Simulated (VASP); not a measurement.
**Ag: single point with PBE**

Ag:

```
Ag
1.0
     2.16707    2.16707    0.00000
    -2.16707    2.16707    0.00000
     0.00000    0.00000    3.85473
Ag
2
Direct
  0.00000 0.00000 0.00000
  0.50000 0.50000 0.50000
```

This cell differs from its parent crystal: biaxial strain in the a-b plane: +4.5 %, then relaxed in part.

```json
{
 "Program": "VASP 6.6.1",
 "Task": "single point",
 "Functional": "PBE",
 "Potentials or basis": "VASP PAW PBE potentials, release 64 (Ag)",
 "Cutoff": "520 eV",
 "k mesh": "18 × 18 × 12",
 "Occupations": "gaussian, width 0.1 eV",
 "Spin": "no spin polarisation",
 "Dipole correction": "no",
 "Further INCAR settings": "ALGO = Fast; EDIFF = 1e-06; NBANDS = 18"
}
```

```
Pressure               : -1.0 GPa
Band gap on the k mesh : zero (bands 11 and 12 overlap by 8.94 eV)
```

Stress tensor (GPa, compression positive):
```
-1.55  0.00  0.00
 0.00 -1.55  0.00
 0.00  0.00 -0.04
```

Levels at points of the mesh, in eV from the Fermi level:
```tsv
k point	band 9	band 10	band 11	band 12	band 13	band 14
(0.00, 0.00, 0.00)	-3.01	-2.79	-2.79	3.04	8.19	9.01
(0.50, 0.00, 0.00)	-3.81	-3.81	-1.08	-1.08	9.85	9.85
(0.50, 0.50, 0.00)	-2.65	-2.65	1.02	1.02	5.35	5.35
(0.00, 0.00, 0.50)	-3.56	-3.56	-3.19	-3.19	13.42	13.42
(0.50, 0.00, 0.50)	-2.84	-2.84	-0.25	-0.25	3.30	3.30
(0.50, 0.50, 0.50)	-3.05	-3.05	5.75	5.75	5.75	5.75
```

Run time: 3 min on 1 thread of Intel Xeon 8259CL (shared host), peak memory 0.31 GiB.

Caveat: the cell differs from its parent crystal (biaxial strain in the a-b plane: +4.5 %, then relaxed in part).
